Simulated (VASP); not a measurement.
**HfO2: single point with PBE**

HfO2:

```
Hf O
1.0
     3.76650    0.00000    0.00000
     0.00000    3.76650    0.00000
     0.00000    0.00000    5.12184
Hf O
2 4
Direct
  0.50000 0.50000 0.50000
  0.00000 0.00000 0.00000
  0.00000 0.50000 0.68861
  0.50000 0.00000 0.81139
  0.50000 0.00000 0.31139
  0.00000 0.50000 0.18861
```

This cell differs from its parent crystal: biaxial strain in the a-b plane: +4.5 %.

```json
{"Program": "VASP 6.6.1", "Task": "single point", "Functional": "PBE", "Potentials or basis": "VASP PAW PBE potentials, release 64 (Hf_pv, O)", "Cutoff": "520 eV", "k mesh": "6 × 6 × 4", "Occupations": "gaussian, width 0.02 eV", "Spin": "no spin polarisation", "Dipole correction": "no", "Further INCAR settings": "ALGO = Normal; EDIFF = 1e-07; NBANDS = 31"}
```

```
Pressure               : -15.7 GPa
Largest force          : 0.031 eV/Å
Band gap on the k mesh : 3.65 eV, indirect (least direct gap 3.70 eV)
```

Forces on the atoms (eV/Å):
```
Hf   0.000  0.000  0.000
Hf   0.000  0.000  0.000
O    0.000  0.000 -0.031
O    0.000  0.000  0.031
O    0.000  0.000  0.031
O    0.000  0.000 -0.031
```

Stress tensor (GPa, compression positive):
```
-24.11   0.00   0.00
  0.00 -24.11   0.00
  0.00   0.00   1.18
```

Levels at points of the mesh, in eV from the valence-band top:
```tsv
k point	band 20	band 21	band 22	band 23	band 24	band 25
(0.00, 0.00, 0.00)	-0.72	-0.68	-0.05	3.65	3.87	4.46
(0.50, 0.00, 0.00)	-1.76	-0.12	-0.12	4.02	4.02	5.19
(0.50, 0.50, 0.00)	-1.30	-0.46	-0.46	4.62	4.62	5.51
(0.00, 0.00, 0.50)	-1.29	-0.61	-0.61	4.32	4.32	4.81
(0.50, 0.00, 0.50)	-1.80	-1.28	-1.28	4.29	4.29	4.87
(0.50, 0.50, 0.50)	-2.01	-0.78	-0.78	4.71	4.71	5.73
```

Run time: 2.6 min on 1 thread of AMD EPYC 7571 (shared host), peak memory 0.18 GiB.

Caveat: the cell differs from its parent crystal (biaxial strain in the a-b plane: +4.5 %); spin-orbit coupling is left out, which moves the levels of the heavy elements. A k mesh can miss the band edges.
